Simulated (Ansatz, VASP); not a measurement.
## C: VASP beside Ansatz

```
C
1.0
     0.00000    1.78581    1.78581
     1.78581    0.00000    1.78581
     1.78581    1.78581    0.00000
C
2
Direct
  0.00000 0.00000 0.00000
  0.25000 0.25000 0.25000
```

Alike in both runs: task single point; functional HSE06; k mesh 9 × 9 × 9; occupations fermi-dirac, width 0.01 eV; no spin polarisation.

```csv
,VASP,Ansatz
version,VASP 6.6.1,Ansatz 0.2.0
potentials or method,"VASP PAW PBE potentials, release 64 (C), cutoff 520 eV",plane-wave PAW DFT
valence electrons in the cell,8,8
```

|  | VASP | Ansatz | Ansatz less VASP |
| --- | --- | --- | --- |
| gap on the k mesh at the Fermi level (eV) | 5.30 | 5.31 | +0.009 |
